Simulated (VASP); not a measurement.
# InSe in VASP: a series of runs

Runs on InSe. Level: PBE+D3(BJ). Tasks: single point.

Everything below comes from runs of VASP 6.6.1. Logs are shortened: lines on timing, memory, paths and dates and some standing lists are left out, and cuts for length are marked.

## (1) The cell of the first run

The cell holds a slab with vacuum, 4 atoms: a = 4.228 Å, b = 4.228 Å, c = 36.721 Å, α = 90.00°, β = 90.00°, γ = 120.00°.

## (2) Single point, PBE+D3(BJ)

INCAR

```
ALGO = Normal
DIPOL = 0.5 0.5 0.500
EDIFF = 1E-6
ENCUT = 520
GGA = PE
IDIPOL = 3
ISIF = 2
ISMEAR = 0
IVDW = 12
LASPH = T
LCHARG = F
LDIPOL = T
LREAL = F
LWAVE = F
NBANDS = 27
NELM = 80
PREC = Accurate
SIGMA = 0.02
```

KPOINTS

```
k-points
0
Gamma
  9 9 1
```

POSCAR

```
InSe
1.0
    4.2280000000      0.0000000000      0.0000000000
   -2.1140000000      3.6615554072      0.0000000000
    0.0000000000      0.0000000000     36.7211901288
Se In
2 2
Direct
    0.0000000000      0.0000000000      0.4298358958
    0.0000000000      0.0000000000      0.5701363594
    0.6666666667      0.3333333333      0.4635860318
    0.6666666667      0.3333333333      0.5363862748
```

Potentials or basis: VASP PAW PBE potentials, release 64 (Se, In_d).

Started as:

```sh
$ cat potpaw_PBE.64/Se/POTCAR potpaw_PBE.64/In_d/POTCAR > POTCAR
$ mpirun -np 1 vasp_std > vasp.out
```

OUTCAR:

```text
EDIFF = 1E-6
   ENCUT = 520
   GGA = PE
   ISIF = 2
   ISMEAR = 0
   IVDW = 12
   LASPH = T
   LREAL = F
   NELM = 80
   PREC = Accurate
 IVDW          = 12

 ion  position               nearest neighbor table
   1  0.000  0.000  0.430-   3 2.74   3 2.74   3 2.74
   2  0.000  0.000  0.570-   4 2.74   4 2.74   4 2.74
   3  0.667  0.333  0.464-   4 2.67   1 2.74   1 2.74   1 2.74
   4  0.667  0.333  0.536-   3 2.67   2 2.74   2 2.74   2 2.74

  LATTYP: Found a hexagonal cell.
 ALAT       =     4.2280000000
 C/A-ratio  =     8.6852389141

  Lattice vectors:

 A1 = (   4.2280000000,   0.0000000000,   0.0000000000)
 A2 = (  -2.1140000000,   3.6615554072,   0.0000000000)
 A3 = (   0.0000000000,   0.0000000000,  36.7211901288)

Analysis of symmetry for initial positions (statically):
=====================================================================
 Subroutine PRICEL returns:
 Original cell was already a primitive cell.

 Routine SETGRP: Setting up the symmetry group for a
 hexagonal supercell.

 Subroutine GETGRP returns: Found 12 space group operations
 (whereof  6 operations were pure point group operations)
 out of a pool of 24 trial point group operations.

The static configuration has the point symmetry C_3v.
 The point group associated with its full space group is D_3h.

Analysis of symmetry for dynamics (positions and initial velocities):
=====================================================================
 Subroutine PRICEL returns:
 Original cell was already a primitive cell.

 Routine SETGRP: Setting up the symmetry group for a
 hexagonal supercell.

 Subroutine GETGRP returns: Found 12 space group operations
 (whereof  6 operations were pure point group operations)
 out of a pool of 24 trial point group operations.

The dynamic configuration has the point symmetry C_3v.
 The point group associated with its full space group is D_3h.

 Subroutine INISYM returns: Found 12 space group operations
 (whereof  6 operations are pure point group operations),
 and found     1 'primitive' translations

----------------------------------------------------------------------------------------

                                     Primitive cell

  volume of cell :     568.4828

  direct lattice vectors                    reciprocal lattice vectors
     4.228000000  0.000000000  0.000000000     0.236518448  0.136553990  0.000000000
    -2.114000000  3.661555407  0.000000000     0.000000000  0.273107980  0.000000000
     0.000000000  0.000000000 36.721190129     0.000000000  0.000000000  0.027232233
[... 83 lines left out ...]
   POTIM  = 0.5000    time-step for ionic-motion
   TEBEG  =    0.0;   TEEND  =   0.0 temperature during run
   PSTRESS=    0.0 pullay stress
   NELECT =      38.0000    total number of electrons
   NUPDOWN=      -1.0000    fix difference up-down
   EMIN   =  10.00;   EMAX   =-10.00  energy-range for DOS
   EFERMI =   0.00;   METHOD = LEGACY
   ISMEAR =     0;   SIGMA  =   0.02  broadening in eV -4-tet -1-fermi 0-gaus
   EFERMI_NEDOS =   21; number of points for ismear=-14 and -15
   IALGO  =     38    algorithm
   IMIX   =      4    mixing-type and parameters
     AMIX     =   0.40;   BMIX     =  1.00
     AMIX_MAG =   1.60;   BMIX_MAG =  1.00
  volume/ion in A,a.u.               =     142.12       959.08
  Fermi-wavevector in a.u.,A,eV,Ry     =   0.664401  1.255536  6.006001  0.441429
  Thomas-Fermi vector in A             =   1.738077
   LORBIT       =      0    0 simple, 1 ext, 2 COOP (PROOUT), +10 PAW based schemes
   GGA     = PE    functional components
   LHFCALC =     F    Hartree Fock is set to
   AEXX    =    0.0000 exact exchange contribution
   IVDW    =    12    specifies the selected vdW correction
   LEPSILON=     F    determine dielectric tensor
   LRPA    =     F    only Hartree local field effects (RPA)
 non-spin polarized calculation
 Gauss-broadening in eV      SIGMA  =   0.02
  energy-cutoff  :      520.00
  volume of cell :      568.48
 maximum number of plane-waves:     15390
 NGX is ok and might be reduce to    32
   NGX = 15   NGY = 15   NGZ =137

 dipolmoment           0.000000      0.000000      0.000000 electrons x Angstroem

 number of electron      38.0000005 magnetization

 dipolmoment           0.000000      0.000000     -0.000011 electrons x Angstroem

 Free energy of the ion-electron system (eV)
  ---------------------------------------------------
  ext. energy  EPLUGINS =         0.00000000
  ---------------------------------------------------
  free energy    TOTEN  =       -14.07597051 eV

  energy without entropy =      -14.07597051  energy(sigma->0) =      -14.07597051

 E-fermi :  -3.8349     XC(G=0):  -2.1882

 val. band max:       -3.9542133671   @ k =   0.1111  -0.0000   0.0000
 cond. band min:      -2.9474182302   @ k =   0.0000   0.0000   0.0000
 fundamental gap:      1.0067951369
 Fermi energy:        -3.8349450903

 k-point     1 :       0.0000    0.0000    0.0000
  band No.  band energies     occupation
      1     -18.3192      2.00000
      2     -18.0467      2.00000
      3     -18.0467      2.00000
      4     -17.9184      2.00000
      5     -17.9184      2.00000
      6     -17.8858      2.00000
[... 349 lines left out ...]
     26       3.1396      0.00000
     27       3.7539      0.00000

------------------------ aborting loop because EDIFF is reached ----------------------------------------

 vacuum level on the upper side and lower side of the slab       (xc-potential included)        -0.007        -0.006

 Edisp (eV)   -0.81772

 E8    (eV) :    -0.3950

  FORCE on cell =-STRESS in cart. coord.  units (eV):
  Direction    XX          YY          ZZ          XY          YZ          ZX
  --------------------------------------------------------------------------------------
  -------------------------------------------------------------------------------------
  Total      -3.31209    -3.31209     1.51472     0.00000     0.00000     0.00000
  in kB      -9.33458    -9.33458     4.26899     0.00000     0.00000     0.00000
  external pressure =       -4.80 kB  Pullay stress =        0.00 kB

 VOLUME and BASIS-vectors are now :
 -----------------------------------------------------------------------------
  energy-cutoff  :      520.00
  volume of cell :      568.48
      direct lattice vectors                 reciprocal lattice vectors
     4.228000000  0.000000000  0.000000000     0.236518448  0.136553990  0.000000000
    -2.114000000  3.661555407  0.000000000     0.000000000  0.273107980  0.000000000
     0.000000000  0.000000000 36.721190129     0.000000000  0.000000000  0.027232233

 POSITION                                       TOTAL-FORCE (eV/Angst)
 -----------------------------------------------------------------------------------
      0.00000      0.00000     15.78409        -0.000000      0.000000      0.261482
      0.00000      0.00000     20.93609        -0.000000      0.000000     -0.261482
      2.11400      1.22052     17.02343         0.000000     -0.000000     -1.079823
      2.11400      1.22052     19.69674         0.000000     -0.000000      1.079823
 -----------------------------------------------------------------------------------
    total drift:                                0.000000     -0.000000     -0.001349

  FREE ENERGIE OF THE ION-ELECTRON SYSTEM (eV)
  ---------------------------------------------------
  free  energy   TOTEN  =       -14.8936897987 eV

  energy  without entropy=      -14.8936897987  energy(sigma->0) =      -14.89368980

 vacuum level on the upper side and lower side of the slab         1.937         1.937
```

OSZICAR:

```text
N       E                     dE             d eps       ncg     rms          rms(c)
DAV:   1     0.294150470682E+03    0.29415E+03   -0.14158E+04   720   0.103E+03
DAV:   2     0.207751419569E+02   -0.27338E+03   -0.26800E+03   789   0.259E+02
DAV:   3    -0.133040309763E+02   -0.34079E+02   -0.33802E+02   839   0.112E+02
[... 13 lines left out ...]
DAV:  17    -0.140759593783E+02   -0.11134E-04   -0.43612E-07   596   0.245E-03    0.542E-04
DAV:  18    -0.140759647781E+02   -0.53998E-05   -0.12533E-07   584   0.178E-03    0.309E-04
DAV:  19    -0.140759675317E+02   -0.27536E-05   -0.28995E-08   567   0.833E-04    0.144E-04
DAV:  20    -0.140759697300E+02   -0.21984E-05   -0.37340E-08   560   0.708E-04    0.115E-04
DAV:  21    -0.140759705101E+02   -0.78001E-06   -0.15565E-08   572   0.466E-04
   1 F= -.14893690E+02 E0= -.14893690E+02  d E =-.300337E-18
```

It took 2.8 min on 1 thread of Intel Xeon 6975P-C (Granite Rapids), shared host; peak memory 0.67 GiB.

What came out:

- Free energy: -14.8937 eV
- Largest force: 1.080 eV/Å
- Band gap on the k mesh: 1.01 eV (least direct gap 1.08 eV)
- Dispersion energy per atom: -0.204 eV

Forces in eV/Å, atoms in the order of the input:
```
Se   0.000  0.000  0.261
Se   0.000  0.000 -0.261
In   0.000  0.000 -1.080
In   0.000  0.000  1.080
```

Caveat: spin-orbit coupling is left out, which moves the levels of the heavy elements.

## (3) Single point, PBE+D3(BJ)

INCAR

```
SYSTEM = InSe
PREC = Accurate
ENCUT = 520
EDIFF = 1E-6
ISMEAR = 0
SIGMA = 0.02
LREAL = .False.
LASPH = .True.
NELM = 100
ALGO = Normal
ISIF = 2
LWAVE = .False.
LCHARG = .False.
LDIPOL = .True.
IDIPOL = 3
DIPOL = 0.5 0.5 0.500
GGA = PE
IVDW = 12
NBANDS = 27
```

KPOINTS

```
Automatic mesh
0
Gamma
  9 9 1
  0 0 0
```

POSCAR

```
InSe
1.0
    4.2280000000      0.0000000000      0.0000000000
   -2.1140000000      3.6615554072      0.0000000000
    0.0000000000      0.0000000000     36.7211901288
Se In
2 2
Direct
    0.0000000000      0.0000000000      0.4266497246
    0.0000000000      0.0000000000      0.5733225307
    0.6666666667      0.3333333333      0.4619327665
    0.6666666667      0.3333333333      0.5380395423
```

Potentials or basis: VASP PAW PBE potentials, release 64 (Se, In_d).

Started as:

```sh
$ cat potpaw_PBE.64/Se/POTCAR potpaw_PBE.64/In_d/POTCAR > POTCAR
$ mpirun -np 1 vasp_std > vasp.out
```

It took 2.8 min on 1 thread of Intel Xeon 6975P-C (Granite Rapids), shared host; peak memory 0.67 GiB.

Results (log left out):

```
Free energy                : -14.8960 eV
Largest force              : 0.618 eV/Å
Band gap on the k mesh     : 1.10 eV (least direct gap 1.15 eV)
Dispersion energy per atom : -0.199 eV
```

Forces on the atoms (eV/Å):
```
Se   0.000  0.000  0.569
Se   0.000  0.000 -0.569
In   0.000  0.000 -0.618
In   0.000  0.000  0.618
```

Levels at points of the mesh, in eV from the valence-band top:
```tsv
k point	band 16	band 17	band 18	band 19	band 20	band 21	band 22	band 23
(0.00, 0.00, 0.00)	-0.65	-0.57	-0.57	-0.06	1.10	2.36	4.48	4.48
```

Caveat: spin-orbit coupling is left out, which moves the levels of the heavy elements.

## (4) Single point, PBE+D3(BJ)

INCAR

```
SYSTEM = InSe
  ALGO = Normal
  DIPOL = 0.5 0.5 0.500
  EDIFF = 1E-6
  ENCUT = 520
  GGA = PE
  IDIPOL = 3
  ISIF = 2
  ISMEAR = 0
  IVDW = 12
  LASPH = .True.
  LCHARG = .False.
  LDIPOL = .True.
  LREAL = .False.
  LWAVE = .False.
  NBANDS = 27
  NELM = 60
  PREC = Accurate
  SIGMA = 0.02
```

KPOINTS

```
k-points
0
Gamma
  9 9 1
  0 0 0
```

POSCAR

```
InSe
1.0
    4.2280000000      0.0000000000      0.0000000000
   -2.1140000000      3.6615554072      0.0000000000
    0.0000000000      0.0000000000     36.7211901288
Se In
2 2
Direct
    0.0000000000      0.0000000000      0.4234771694
    0.0000000000      0.0000000000      0.5764950858
    0.6666666667      0.3333333333      0.4602865666
    0.6666666667      0.3333333333      0.5396857446
```

Started as:

```sh
$ cat potpaw_PBE.64/Se/POTCAR potpaw_PBE.64/In_d/POTCAR > POTCAR
$ mpirun -np 1 vasp_std > vasp.out
```

It took 2.8 min on 1 thread of Intel Xeon 6975P-C (Granite Rapids), shared host; peak memory 0.68 GiB.

It converged, with:

* Free energy: -14.7894 eV
* Largest force: 0.858 eV/Å
* Band gap on the k mesh: 1.16 eV (least direct gap 1.21 eV)
* Dispersion energy per atom: -0.193 eV

Forces on the atoms (eV/Å):
```
Se   0.000  0.000  0.858
Se   0.000  0.000 -0.858
In   0.000  0.000 -0.410
In   0.000  0.000  0.410
```

Levels at points of the mesh, in eV from the valence-band top:
```
           k point  band 17  band 18  band 19  band 20  band 21  band 22
(0.00, 0.00, 0.00)    -0.41    -0.41    -0.05     1.16     2.44     4.69
```

Caveat: spin-orbit coupling is left out, which moves the levels of the heavy elements.

## (5) Summary

```tsv
cell	gap on the mesh (eV)	largest force (eV/Å)
as given, atomic positions A	1.01	1.08
as given, atomic positions B	1.10	0.62
as given, atomic positions C	1.16	0.86
```

Alike in all rows: task single point; level PBE+D3(BJ); potentials or basis VASP PAW PBE potentials, release 64 (Se, In_d); no spin polarisation; k mesh 9 × 9 × 1; cutoff (eV) 520; smearing gaussian 0.02 eV.

Caveats: spin-orbit coupling is left out, which moves the levels of the heavy elements.

Absolute energies hang on the potentials; compare differences alone.
